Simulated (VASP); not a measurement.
# CaO (Pm-3m) in VASP: notebook, part 2 of 2

VASP 6.6.1. Earlier steps stand in the parts before.

**3. Single point, r2SCAN (volume changed by -6%)**

POSCAR reads:

```
CaO
1.0
    2.8439431734      0.0000000000      0.0000000000
    0.0000000000      2.8439431734      0.0000000000
    0.0000000000      0.0000000000      2.8439431734
Ca O
1 1
Direct
    0.0000000000      0.0000000000      0.0000000000
    0.5000000000      0.5000000000      0.5000000000
```

INCAR.step1 reads:

```
SYSTEM = CaO
  PREC = Accurate
  ENCUT = 520
  ISMEAR = 0
  SIGMA = 0.01
  LREAL = .FALSE.
  LASPH = .TRUE.
  NELM = 60
  NBANDS = 15
  GGA = PE
  ALGO = Normal
  EDIFF = 1E-4
  LWAVE = .TRUE.
  LCHARG = .FALSE.
```

INCAR.step2 reads:

```
SYSTEM = CaO
  PREC = Accurate
  ENCUT = 520
  EDIFF = 1E-7
  ISMEAR = 0
  SIGMA = 0.01
  LREAL = .FALSE.
  LASPH = .TRUE.
  NELM = 60
  ALGO = Normal
  ISIF = 2
  LWAVE = .FALSE.
  LCHARG = .FALSE.
  METAGGA = R2SCAN
  LMIXTAU = .TRUE.
  NBANDS = 15
  ISTART = 1
```

KPOINTS reads:

```
regular mesh
0
G
  8 8 8
  0 0 0
```

Potentials or basis: VASP PAW PBE potentials, release 64 (Ca_sv, O).

The run is started by

```
> cat potpaw_PBE.64/Ca_sv/POTCAR potpaw_PBE.64/O/POTCAR > POTCAR
> cp INCAR.step1 INCAR
> mpirun -np 1 vasp_std > vasp.out
> cp INCAR.step2 INCAR
> mpirun -np 1 vasp_std > vasp.out
```

OUTCAR:

```text
SYSTEM = CaO
   PREC = Accurate
   ENCUT = 520
   EDIFF = 1E-7
   ISMEAR = 0
   LREAL = .FALSE.
   LASPH = .TRUE.
   NELM = 60
   ISIF = 2
   METAGGA = R2SCAN
   ISTART = 1

 ion  position               nearest neighbor table
   1  0.000  0.000  0.000-   2 2.46   2 2.46   2 2.46   2 2.46   2 2.46   2 2.46   2 2.46   2 2.46

   2  0.500  0.500  0.500-   1 2.46   1 2.46   1 2.46   1 2.46   1 2.46   1 2.46   1 2.46   1 2.46

  LATTYP: Found a simple cubic cell.
 ALAT       =     2.8439431734

  Lattice vectors:

 A1 = (   2.8439431734,   0.0000000000,   0.0000000000)
 A2 = (   0.0000000000,   2.8439431734,   0.0000000000)
 A3 = (   0.0000000000,   0.0000000000,   2.8439431734)

Analysis of symmetry for initial positions (statically):
=====================================================================
 Subroutine PRICEL returns:
 Original cell was already a primitive cell.

 Routine SETGRP: Setting up the symmetry group for a
 simple cubic supercell.

 Subroutine GETGRP returns: Found 48 space group operations
 (whereof 48 operations were pure point group operations)
 out of a pool of 48 trial point group operations.

The static configuration has the point symmetry O_h .

Analysis of symmetry for dynamics (positions and initial velocities):
=====================================================================
 Subroutine PRICEL returns:
 Original cell was already a primitive cell.

 Routine SETGRP: Setting up the symmetry group for a
 simple cubic supercell.

 Subroutine GETGRP returns: Found 48 space group operations
 (whereof 48 operations were pure point group operations)
 out of a pool of 48 trial point group operations.

The dynamic configuration has the point symmetry O_h .

 Subroutine INISYM returns: Found 48 space group operations
 (whereof 48 operations are pure point group operations),
 and found     1 'primitive' translations

----------------------------------------------------------------------------------------

                                     Primitive cell
[... 116 lines left out ...]
   METAGGA = R2SCAN    functional components
   LHFCALC =     F    Hartree Fock is set to
   AEXX    =    0.0000 exact exchange contribution
   IVDW    =     0    specifies the selected vdW correction
   LEPSILON=     F    determine dielectric tensor
   LRPA    =     F    only Hartree local field effects (RPA)
 non-spin polarized calculation
 Gauss-broadening in eV      SIGMA  =   0.01
  energy-cutoff  :      520.00
  volume of cell :       23.00
 maximum number of plane-waves:       632
 NGX is ok and might be reduce to    24
   NGX = 11   NGY = 11   NGZ = 11

 number of electron      16.0000005 magnetization

 Free energy of the ion-electron system (eV)
  ---------------------------------------------------
  ext. energy  EPLUGINS =         0.00000000
  ---------------------------------------------------
  free energy    TOTEN  =       -18.45566235 eV

  energy without entropy =      -18.45566235  energy(sigma->0) =      -18.45566235

 E-fermi :   4.4906     XC(G=0): -12.2549

 val. band max:        4.3455299926   @ k =   0.5000   0.5000   0.0000
 cond. band min:       7.5981631445   @ k =   0.0000   0.0000   0.0000
 fundamental gap:      3.2526331519
 Fermi energy:         4.4906075727

 k-point     1 :       0.0000    0.0000    0.0000
  band No.  band energies     occupation
      1     -36.3224      2.00000
      2     -15.7917      2.00000
      3     -15.7917      2.00000
      4     -15.7917      2.00000
      5     -13.2528      2.00000
      6       4.0566      2.00000
      7       4.0566      2.00000
      8       4.0566      2.00000
      9       7.5982      0.00000
     10       7.5982      0.00000
     11      11.2469      0.00000
     12      13.7859      0.00000
     13      13.7859      0.00000
     14      13.7859      0.00000
[... 401 lines left out ...]
      2     -16.9952      2.00000
      3     -16.7028      2.00000
      4     -15.7118      2.00000
      5     -12.3456      2.00000
      6       1.7220      2.00000
      7       2.0382      2.00000
      8       3.6082      2.00000
      9       9.7538      0.00000
     10      10.7283      0.00000
     11      12.1238      0.00000
     12      12.3300      0.00000
     13      14.5229      0.00000
     14      19.9062      0.00000
     15      20.1724      0.00000

 [... further k-points ...]
[... 5 lines left out ...]
  --------------------------------------------------------------------------------------
  -------------------------------------------------------------------------------------
  Total        1.4344792      1.4344792      1.4344792      0.0000000      0.0000000      0.0000000
  in kB       99.9176199     99.9176199     99.9176199      0.0000000      0.0000000      0.0000000
  external PRESSURE =      99.9176199 kB  Pullay stress =       0.0000000 kB

 VOLUME and BASIS-vectors are now :
 -----------------------------------------------------------------------------
  energy-cutoff  :      520.00
  volume of cell :       23.00
      direct lattice vectors                 reciprocal lattice vectors
     2.843943173  0.000000000  0.000000000     0.351624466  0.000000000  0.000000000
     0.000000000  2.843943173  0.000000000     0.000000000  0.351624466  0.000000000
     0.000000000  0.000000000  2.843943173     0.000000000  0.000000000  0.351624466

 POSITION                                       TOTAL-FORCE (eV/Angst)
 -----------------------------------------------------------------------------------
      0.00000      0.00000      0.00000         0.000000      0.000000      0.000000
      1.42197      1.42197      1.42197         0.000000      0.000000      0.000000
 -----------------------------------------------------------------------------------
    total drift:                                0.000000      0.000000     -0.000000

  FREE ENERGIE OF THE ION-ELECTRON SYSTEM (eV)
  ---------------------------------------------------
  free  energy   TOTEN  =       -18.4556623451 eV

  energy  without entropy=      -18.4556623451  energy(sigma->0) =      -18.45566235
```

OUTCAR.step1:

```text
SYSTEM = CaO
   PREC = Accurate
   ENCUT = 520
   ISMEAR = 0
   LREAL = .FALSE.
   LASPH = .TRUE.
[... 655 lines left out ...]
      0.00000      0.00000      0.00000         0.000000      0.000000      0.000000
      1.42197      1.42197      1.42197         0.000000      0.000000      0.000000
 -----------------------------------------------------------------------------------
    total drift:                                0.000000      0.000000     -0.000000

  FREE ENERGIE OF THE ION-ELECTRON SYSTEM (eV)
  ---------------------------------------------------
  free  energy   TOTEN  =       -11.7335658527 eV

  energy  without entropy=      -11.7335658527  energy(sigma->0) =      -11.73356585
```

OSZICAR.step1:

```text
N       E                     dE             d eps       ncg     rms          rms(c)
DAV:   1     0.120978142191E+03    0.12098E+03   -0.84282E+03  1050   0.112E+03
DAV:   2    -0.875055848897E+01   -0.12973E+03   -0.12142E+03  1274   0.295E+02
DAV:   3    -0.132196287079E+02   -0.44691E+01   -0.44423E+01  1190   0.571E+01
DAV:   4    -0.133223268000E+02   -0.10270E+00   -0.10258E+00  1481   0.793E+00
DAV:   5    -0.133243061212E+02   -0.19793E-02   -0.19793E-02  1249   0.839E-01    0.818E+00
DAV:   6    -0.118009830729E+02    0.15233E+01   -0.33966E+00  1177   0.211E+01    0.307E+00
DAV:   7    -0.117534325153E+02    0.47551E-01   -0.32604E-01  1177   0.587E+00    0.165E+00
DAV:   8    -0.117349519848E+02    0.18481E-01   -0.81490E-02  1337   0.279E+00    0.429E-01
DAV:   9    -0.117332180319E+02    0.17340E-02   -0.71599E-03  1233   0.750E-01    0.104E-01
DAV:  10    -0.117335981974E+02   -0.38017E-03   -0.76019E-04  1218   0.350E-01    0.460E-02
DAV:  11    -0.117335658527E+02    0.32345E-04   -0.66023E-05   994   0.139E-01
   1 F= -.11733566E+02 E0= -.11733566E+02  d E =-.932388-161
```

Run time: 32 s. Hardware: 1 thread of Intel Xeon 6975P-C, shared host; peak memory 0.15 GiB.

Results:

* Free energy: -18.4557 eV
* Pressure: 10.0 GPa
* Band gap on the k mesh: 3.25 eV, indirect (least direct gap 3.54 eV)

Levels at points of the mesh, in eV from the valence-band top:
```tsv
k point	band 6	band 7	band 8	band 9	band 10	band 11
(0.00, 0.00, 0.00)	-0.29	-0.29	-0.29	3.25	3.25	6.90
(0.50, 0.00, 0.00)	-3.97	-0.88	-0.88	4.33	8.22	9.20
(0.50, 0.50, 0.00)	-2.20	-2.20	0.00	4.63	5.58	7.41
(0.50, 0.50, 0.50)	-3.74	-3.74	-3.74	9.05	9.05	9.05
```

Caveat: the cell differs from its parent crystal (volume changed by -6%); the PAW data sets were made with another functional, which shifts forces and pressure a little. A k mesh can miss the band edges.

**4. Single point, r2SCAN (volume changed by -3%)**

POSCAR reads:

```
CaO
1.0
    2.8738816174      0.0000000000      0.0000000000
    0.0000000000      2.8738816174      0.0000000000
    0.0000000000      0.0000000000      2.8738816174
Ca O
1 1
Direct
    0.0000000000      0.0000000000      0.0000000000
    0.5000000000      0.5000000000      0.5000000000
```

INCAR.step1 reads:

```
SYSTEM = CaO
  PREC = Accurate
  ENCUT = 520
  ISMEAR = 0
  SIGMA = 0.01
  LREAL = .False.
  LASPH = .True.
  NELM = 60
  NBANDS = 15
  GGA = PE
  ALGO = Normal
  EDIFF = 1E-4
  LWAVE = .True.
  LCHARG = .False.
```

INCAR.step2 reads:

```
SYSTEM = CaO
  PREC = Accurate
  ENCUT = 520
  EDIFF = 1E-7
  ISMEAR = 0
  SIGMA = 0.01
  LREAL = .False.
  LASPH = .True.
  NELM = 60
  ALGO = Normal
  ISIF = 2
  LWAVE = .False.
  LCHARG = .False.
  METAGGA = R2SCAN
  LMIXTAU = .True.
  NBANDS = 15
  ISTART = 1
```

KPOINTS reads:

```
regular mesh
0
Gamma
  8 8 8
  0 0 0
```

The run is started by

```
> cat potpaw_PBE.64/Ca_sv/POTCAR potpaw_PBE.64/O/POTCAR > POTCAR
> cp INCAR.step1 INCAR
> mpirun -np 1 vasp_std > vasp.out
> cp INCAR.step2 INCAR
> mpirun -np 1 vasp_std > vasp.out
```

Wall time 30 s (1 thread of Intel Xeon 6975P-C, shared host); peak memory 0.15 GiB.

The run converged. Its results:

```yaml
Free_energy: -18.4911 eV
Pressure: 5.2 GPa
Band_gap_on_the_k_mesh: 3.27 eV, indirect (least direct gap 3.56 eV)
```

Levels at points of the mesh, in eV from the valence-band top:
| k point | band 5 | band 6 | band 7 | band 8 | band 9 | band 10 | band 11 | band 12 |
| --- | --- | --- | --- | --- | --- | --- | --- | --- |
| (0.00, 0.00, 0.00) | -17.50 | -0.30 | -0.30 | -0.30 | 3.27 | 3.27 | 6.49 | 9.25 |
| (0.50, 0.00, 0.00) | -16.12 | -3.88 | -0.83 | -0.83 | 4.31 | 8.01 | 8.99 | 8.99 |
| (0.50, 0.50, 0.00) | -16.81 | -2.18 | -2.18 | 0.00 | 4.55 | 5.46 | 7.29 | 7.29 |
| (0.50, 0.50, 0.50) | -16.24 | -3.60 | -3.60 | -3.60 | 8.83 | 8.83 | 8.83 | 10.86 |

Caveat: the cell differs from its parent crystal (volume changed by -3%); the PAW data sets were made with another functional, which shifts forces and pressure a little. A k mesh can miss the band edges.

**5. Single point, r2SCAN**

This run uses another cell than the first one, of 12.24 Å³/atom, 0.914 times its volume.

POSCAR reads:

```
CaO
1.0
    2.9032089656      0.0000000000      0.0000000000
    0.0000000000      2.9032089656      0.0000000000
    0.0000000000      0.0000000000      2.9032089656
Ca O
1 1
Direct
    0.0000000000      0.0000000000      0.0000000000
    0.5000000000      0.5000000000      0.5000000000
```

Edit INCAR.step1 of step 4 so:

```diff
@@ -7,3 +7,3 @@
   LASPH = .True.
-  NELM = 60
+  NELM = 80
   NBANDS = 15
```

Edit INCAR.step2 of step 4 so:

```diff
@@ -8,3 +8,3 @@
   LASPH = .True.
-  NELM = 60
+  NELM = 80
   ALGO = Normal
```

KPOINTS reads:

```
Automatic mesh
0
Gamma
  8 8 8
  0 0 0
```

The run is started by

```
> cat potpaw_PBE.64/Ca_sv/POTCAR potpaw_PBE.64/O/POTCAR > POTCAR
> cp INCAR.step1 INCAR
> mpirun -np 1 vasp_std > vasp.out
> cp INCAR.step2 INCAR
> mpirun -np 1 vasp_std > vasp.out
```

It took 31 s on 1 thread of Intel Xeon 6975P-C, shared host; peak memory 0.15 GiB.

Results (log left out):

```
Free energy            : -18.5060 eV
Pressure               : 1.0 GPa
Band gap on the k mesh : 3.28 eV, indirect (least direct gap 3.58 eV)
```

Levels at points of the mesh, in eV from the valence-band top:
```
           k point  band 5  band 6  band 7  band 8  band 9  band 10  band 11  band 12
(0.00, 0.00, 0.00)  -17.41   -0.30   -0.30   -0.30    3.28     3.28     6.11     9.06
(0.50, 0.00, 0.00)  -16.16   -3.79   -0.80   -0.80    4.28     7.82     8.80     8.80
(0.50, 0.50, 0.00)  -16.73   -2.15   -2.15    0.00    4.48     5.35     7.19     7.19
(0.50, 0.50, 0.50)  -16.21   -3.46   -3.46   -3.46    8.62     8.62     8.62    10.61
```

Caveat: the PAW data sets were made with another functional, which shifts forces and pressure a little.

**6. The runs side by side**

| level | cell | gap on the mesh (eV) | pressure (GPa) |
| --- | --- | --- | --- |
| PBE | a = 2.991 Å, 2 atoms | 2.77 | -5.0 |
| r2SCAN | a = 2.844 Å, 2 atoms | 3.25 | 10.0 |
| r2SCAN | a = 2.874 Å, 2 atoms | 3.27 | 5.2 |
| r2SCAN | a = 2.903 Å, 2 atoms | 3.28 | 1.0 |

Alike in all rows: task single point; potentials or basis VASP PAW PBE potentials, release 64 (Ca_sv, O); no spin polarisation; k mesh 8 × 8 × 8; cutoff (eV) 520; smearing gaussian 0.01 eV.

Caveats: the PAW data sets were made with another functional, which shifts forces and pressure a little (some runs).

Total energies depend on the potentials used, so only differences within one code and one set of settings carry meaning.
